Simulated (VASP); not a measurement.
# LaBiS2O (P4/nmm) in VASP: single point with LDA

Aim: the single point of LaBiS2O with LDA.

Program: VASP 6.6.1. These are calculated values, not measurements. Logs are shortened: lines on timing, memory, paths and dates and some standing lists are left out, and cuts for length are marked.

## (1) The cell of the first run

It takes space group P4/nmm (No. 129, tetragonal). Conventional cell: a = 4.055 Å, b = 4.055 Å, c = 14.173 Å, α = 90.00°, β = 90.00°, γ = 90.00°. La (site symmetry 4mm) has 4 O at 2.38 Å and 4 S at 3.21 Å within 3.3 Å. Within 3.3 Å of Bi (site symmetry 4mm) lie 5 S at 2.52 to 2.88 Å. S (site symmetry 4mm) has 5 Bi at 2.88 to 3.43 Å within 3.8 Å. S (site symmetry 4mm) has 1 Bi at 2.52 Å and 4 La at 3.21 Å and 4 O at 3.37 Å within 3.4 Å. Within 3.1 Å of O (site symmetry -4m2) lie 4 La at 2.38 Å and 4 O at 2.87 Å.

## (2) Single point, LDA

Input file INCAR:

```
  ALGO = Normal
  EDIFF = 1E-6
  ENCUT = 600
  GGA_COMPAT = F
  ISIF = 2
  ISMEAR = -1
  LASPH = T
  LCHARG = F
  LMAXMIX = 6
  LREAL = F
  LWAVE = F
  NBANDS = 55
  NELM = 200
  PREC = Accurate
  SIGMA = 0.02
```

Input file KPOINTS:

```
k-points
0
Gamma
  6 6 2
```

Input file POSCAR:

```
LaBiS2O
1.0
    4.0554970000      0.0000000000      0.0000000000
    0.0000000000      4.0554970000      0.0000000000
    0.0000000000      0.0000000000     14.1732650000
La Bi S O
2 2 4 2
Direct
    0.5000000000      0.0000000000      0.5877420002
    0.0000000000      0.5000000000      0.4122579998
    0.0000000000      0.5000000000      0.8677750003
    0.5000000000      0.0000000000      0.1322249997
    0.5000000000      0.0000000000      0.8900200003
    0.0000000000      0.5000000000      0.1099799997
    0.0000000000      0.5000000000      0.6902010003
    0.5000000000      0.0000000000      0.3097989997
    0.0000000000      0.0000000000      0.5000000000
    0.5000000000      0.5000000000      0.5000000000
```

Potentials or basis: VASP PAW LDA potentials, release 64 (La, Bi_d, S, O).

On the command line:

```sh
$ cat potpaw_LDA.64/La/POTCAR potpaw_LDA.64/Bi_d/POTCAR potpaw_LDA.64/S/POTCAR potpaw_LDA.64/O/POTCAR > POTCAR
$ mpirun -np 1 vasp_std > vasp.out
```

OUTCAR:

```text
EDIFF = 1E-6
   ENCUT = 600
   ISIF = 2
   ISMEAR = -1
   LASPH = T
   LREAL = F
   NELM = 200
   PREC = Accurate

 ion  position               nearest neighbor table
   1  0.500  0.000  0.588-   9 2.38  10 2.38  10 2.38   9 2.38   7 3.21   7 3.21   7 3.21   7 3.21

   2  0.000  0.500  0.412-   9 2.38  10 2.38   9 2.38  10 2.38   8 3.21   8 3.21   8 3.21   8 3.21

   3  0.000  0.500  0.868-   7 2.52   5 2.88   5 2.88   5 2.88   5 2.88
   4  0.500  0.000  0.132-   8 2.52   6 2.88   6 2.88   6 2.88   6 2.88
   5  0.500  0.000  0.890-   3 2.88   3 2.88   3 2.88   3 2.88
   6  0.000  0.500  0.110-   4 2.88   4 2.88   4 2.88   4 2.88
   7  0.000  0.500  0.690-   3 2.52   1 3.21   1 3.21   1 3.21   1 3.21
   8  0.500  0.000  0.310-   4 2.52   2 3.21   2 3.21   2 3.21   2 3.21
   9  0.000  0.000  0.500-   1 2.38   2 2.38   2 2.38   1 2.38
  10  0.500  0.500  0.500-   1 2.38   2 2.38   1 2.38   2 2.38

  LATTYP: Found a simple tetragonal cell.
 ALAT       =     4.0554970000
 C/A-ratio  =     3.4948281308

  Lattice vectors:

 A1 = (   4.0554970000,   0.0000000000,   0.0000000000)
 A2 = (   0.0000000000,   4.0554970000,   0.0000000000)
 A3 = (   0.0000000000,   0.0000000000,  14.1732650000)

Analysis of symmetry for initial positions (statically):
=====================================================================
 Subroutine PRICEL returns:
 Original cell was already a primitive cell.

 Routine SETGRP: Setting up the symmetry group for a
 simple tetragonal supercell.

 Subroutine GETGRP returns: Found 16 space group operations
 (whereof  8 operations were pure point group operations)
 out of a pool of 16 trial point group operations.

The static configuration has the point symmetry D_2d.
 The point group associated with its full space group is D_4h.

Analysis of symmetry for dynamics (positions and initial velocities):
=====================================================================
 Subroutine PRICEL returns:
 Original cell was already a primitive cell.

 Routine SETGRP: Setting up the symmetry group for a
 simple tetragonal supercell.

 Subroutine GETGRP returns: Found 16 space group operations
 (whereof  8 operations were pure point group operations)
 out of a pool of 16 trial point group operations.

The dynamic configuration has the point symmetry D_2d.
 The point group associated with its full space group is D_4h.

 Subroutine INISYM returns: Found 16 space group operations
 (whereof  8 operations are pure point group operations),
 and found     1 'primitive' translations

----------------------------------------------------------------------------------------

                                     Primitive cell

  volume of cell :     233.1085

  direct lattice vectors                    reciprocal lattice vectors
     4.055497000  0.000000000  0.000000000     0.246578903  0.000000000  0.000000000
     0.000000000  4.055497000  0.000000000     0.000000000  0.246578903  0.000000000
     0.000000000  0.000000000 14.173265000     0.000000000  0.000000000  0.070555373

  length of vectors
     4.055497000  4.055497000 14.173265000     0.246578903  0.246578903  0.070555373

  position of ions in fractional coordinates (direct lattice)
     0.500000000  0.000000000  0.587742000
     0.000000000  0.500000000  0.412258000
     0.000000000  0.500000000  0.867775000
     0.500000000  0.000000000  0.132225000
     0.500000000  0.000000000  0.890020000
     0.000000000  0.500000000  0.109980000
     0.000000000  0.500000000  0.690201000
     0.500000000  0.000000000  0.309799000
     0.000000000  0.000000000  0.500000000
     0.500000000  0.500000000  0.500000000

  ion indices of the primitive-cell ions
   primitive index   ion index
                 1           1
                 2           2
                 3           3
                 4           4
                 5           5
                 6           6
                 7           7
                 8           8
                 9           9
                10          10

----------------------------------------------------------------------------------------

 KPOINTS: k-points

Automatic generation of k-mesh.
 Grid dimensions read from file:
 generate k-points for:    6    6    2

 Generating k-lattice:

  Cartesian coordinates                     Fractional coordinates (reciprocal lattice)
     0.041096484  0.000000000  0.000000000     0.166666667  0.000000000  0.000000000
     0.000000000  0.041096484  0.000000000     0.000000000  0.166666667  0.000000000
     0.000000000  0.000000000  0.035277687     0.000000000  0.000000000  0.500000000

  Length of vectors
     0.041096484  0.041096484  0.035277687

  Shift w.r.t. Gamma in fractional coordinates (k-lattice)
     0.000000000  0.000000000  0.000000000

 Subroutine IBZKPT returns following result:
 ===========================================

 Found     20 irreducible k-points:

 Following reciprocal coordinates:
            Coordinates               Weight
  0.000000  0.000000  0.000000      1.000000
  0.166667  0.000000  0.000000      4.000000
  0.333333  0.000000  0.000000      4.000000
  0.500000  0.000000  0.000000      2.000000
  0.166667  0.166667  0.000000      4.000000
  0.333333  0.166667  0.000000      8.000000
[... 12 lines left out ...]
  0.500000  0.333333  0.500000      4.000000
  0.500000  0.500000  0.500000      1.000000
   k-points           NKPTS =     20   k-points in BZ     NKDIM =     20   number of bands    NBANDS=     55
   number of dos      NEDOS =    301   number of ions     NIONS =     10
   total plane-waves  NPLWV = 122880
   dimension x,y,z NGX =    32 NGY =   32 NGZ =  120
   dimension x,y,z NGXF=    64 NGYF=   64 NGZF=  240
   ions per type =               2   2   4   2
   NGX,Y,Z   is equivalent  to a cutoff of  13.12, 13.12, 14.08 a.u.
   NGXF,Y,Z  is equivalent  to a cutoff of  26.24, 26.24, 28.15 a.u.
 SYSTEM =  unknown system
   PREC   = accura    normal or accurate (medium, high low for compatibility)
   ISTART =      0    job   : 0-new  1-cont  2-samecut
   ICHARG =      2    charge: 1-file 2-atom 10-const
   ISPIN  =      1    spin polarized calculation?
   LNONCOLLINEAR =      F non collinear calculations
   LSORBIT =      F    spin-orbit coupling
   LASPH  =      T    aspherical Exc in radial PAW
   ENCUT  =  600.0 eV  44.10 Ry    6.64 a.u.   8.10  8.10 28.31*2*pi/ulx,y,z
   NELM   =    200;   NELMIN=  2; NELMDL= -5     # of ELM steps
   EDIFF  = 0.1E-05   stopping-criterion for ELM
   LREAL  =      F    real-space projection
   EDIFFG = 0.1E-04   stopping-criterion for IOM
   NSW    =      0    number of steps for IOM
   IBRION =     -1    ionic relax: 0-MD 1-quasi-New 2-CG
   NFREE  =      0    steps in history (QN), initial steepest desc. (CG)
   ISIF   =      2    stress and relaxation
   ISYM   =      2    0-nonsym 1-usesym 2-fastsym
   POTIM  = 0.5000    time-step for ionic-motion
   TEBEG  =    0.0;   TEEND  =   0.0 temperature during run
   PSTRESS=    0.0 pullay stress
   NELECT =      88.0000    total number of electrons
   NUPDOWN=      -1.0000    fix difference up-down
   EMIN   =  10.00;   EMAX   =-10.00  energy-range for DOS
   EFERMI =   0.00;   METHOD = LEGACY
   ISMEAR =    -1;   SIGMA  =   0.02  broadening in eV -4-tet -1-fermi 0-gaus
   EFERMI_NEDOS =   21; number of points for ismear=-14 and -15
   IALGO  =     38    algorithm
   IMIX   =      4    mixing-type and parameters
     AMIX     =   0.40;   BMIX     =  1.00
     AMIX_MAG =   1.60;   BMIX_MAG =  1.00
  volume/ion in A,a.u.               =      23.31       157.31
  Fermi-wavevector in a.u.,A,eV,Ry     =   1.183177  2.235880 19.046900  1.399908
  Thomas-Fermi vector in A             =   2.319417
   LORBIT       =      0    0 simple, 1 ext, 2 COOP (PROOUT), +10 PAW based schemes
   GGA     = CA    functional components
   LHFCALC =     F    Hartree Fock is set to
   AEXX    =    0.0000 exact exchange contribution
   IVDW    =     0    specifies the selected vdW correction
   LEPSILON=     F    determine dielectric tensor
   LRPA    =     F    only Hartree local field effects (RPA)
 non-spin polarized calculation
  energy-cutoff  :      600.00
  volume of cell :      233.11
 maximum number of plane-waves:      7824
   NGX = 17   NGY = 17   NGZ = 57

 number of electron      88.0000017 magnetization

 Free energy of the ion-electron system (eV)
  ---------------------------------------------------
  ext. energy  EPLUGINS =         0.00000000
  ---------------------------------------------------
  free energy    TOTEN  =       -68.30668163 eV

  energy without entropy =      -68.30668163  energy(sigma->0) =      -68.30668163

 E-fermi :   5.2504     XC(G=0): -10.0119

 val. band max:        4.8396727430   @ k =   0.5000   0.0000   0.0000
 cond. band min:       5.6559546979   @ k =   0.5000   0.0000   0.0000
 fundamental gap:      0.8162819549
 Fermi energy:         5.2504179296

 k-point     1 :       0.0000    0.0000    0.0000
  band No.  band energies     occupation
      1     -25.4696      2.00000
      2     -25.2614      2.00000
      3     -17.8113      2.00000
      4     -17.8106      2.00000
      5     -17.7804      2.00000
      6     -17.7798      2.00000
[... 47 lines left out ...]
     54       9.2960      0.00000
     55       9.3792      0.00000

 k-point     2 :       0.1667    0.0000    0.0000
  band No.  band energies     occupation
      1     -25.4439      2.00000
      2     -25.2629      2.00000
      3     -17.8056      2.00000
      4     -17.8049      2.00000
      5     -17.7839      2.00000
      6     -17.7834      2.00000
[... 47 lines left out ...]
     54       9.1844      0.00000
     55       9.2357      0.00000
[... 984 lines left out ...]
     54       9.3041      0.00000
     55       9.3317      0.00000

 k-point    20 :       0.5000    0.5000    0.5000
  band No.  band energies     occupation
      1     -25.2676      2.00000
      2     -25.2676      2.00000
      3     -17.8191      2.00000
      4     -17.8191      2.00000
      5     -17.7628      2.00000
      6     -17.7628      2.00000
[... 47 lines left out ...]
     54       9.3385      0.00000
     55       9.4114      0.00000

------------------------ aborting loop because EDIFF is reached ----------------------------------------

  FORCE on cell =-STRESS in cart. coord.  units (eV):
  Direction    XX          YY          ZZ          XY          YZ          ZX
  --------------------------------------------------------------------------------------
  -------------------------------------------------------------------------------------
  Total       -7.4227618     -7.4227618     -6.5197109      0.0000000      0.0000000     -0.0000000
  in kB      -51.0173660    -51.0173660    -44.8106089      0.0000000      0.0000000     -0.0000000
  external PRESSURE =     -48.9484470 kB  Pullay stress =       0.0000000 kB

 VOLUME and BASIS-vectors are now :
 -----------------------------------------------------------------------------
  energy-cutoff  :      600.00
  volume of cell :      233.11
      direct lattice vectors                 reciprocal lattice vectors
     4.055497000  0.000000000  0.000000000     0.246578903  0.000000000  0.000000000
     0.000000000  4.055497000  0.000000000     0.000000000  0.246578903  0.000000000
     0.000000000  0.000000000 14.173265000     0.000000000  0.000000000  0.070555373

 POSITION                                       TOTAL-FORCE (eV/Angst)
 -----------------------------------------------------------------------------------
      2.02775      0.00000      8.33022         0.000000      0.000000     -0.338932
      0.00000      2.02775      5.84304         0.000000      0.000000      0.338932
      0.00000      2.02775     12.29921        -0.000000      0.000000     -0.166746
      2.02775      0.00000      1.87406         0.000000      0.000000      0.166746
      2.02775      0.00000     12.61449         0.000000     -0.000000      0.067043
      0.00000      2.02775      1.55878        -0.000000      0.000000     -0.067043
      0.00000      2.02775      9.78240        -0.000000      0.000000      0.039718
      2.02775      0.00000      4.39086        -0.000000      0.000000     -0.039718
      0.00000      0.00000      7.08663        -0.000000      0.000000      0.000000
      2.02775      2.02775      7.08663        -0.000000     -0.000000      0.000000
 -----------------------------------------------------------------------------------
    total drift:                                0.000000      0.000000      0.000000

  FREE ENERGIE OF THE ION-ELECTRON SYSTEM (eV)
  ---------------------------------------------------
  free  energy   TOTEN  =       -68.3066816294 eV

  energy  without entropy=      -68.3066816292  energy(sigma->0) =      -68.30668163
```

Wall time 9.2 min (1 thread of AMD EPYC 7R13, shared host); peak memory 0.47 GiB.

What came out:

```yaml
Free_energy: -68.3067 eV
Pressure: -4.9 GPa
Largest_force: 0.339 eV/Å
Band_gap_on_the_k_mesh: 0.82 eV
```

Forces in eV/Å, atoms in the order of the input:
```
La   0.000  0.000 -0.339
La   0.000  0.000  0.339
Bi   0.000  0.000 -0.167
Bi   0.000  0.000  0.167
S    0.000  0.000  0.067
S    0.000  0.000 -0.067
S    0.000  0.000  0.040
S    0.000  0.000 -0.040
O    0.000  0.000  0.000
O    0.000  0.000  0.000
```

Caveat: the cell stands under tension; spin-orbit coupling is left out, which moves the levels of the heavy elements. A k mesh can miss the band edges.
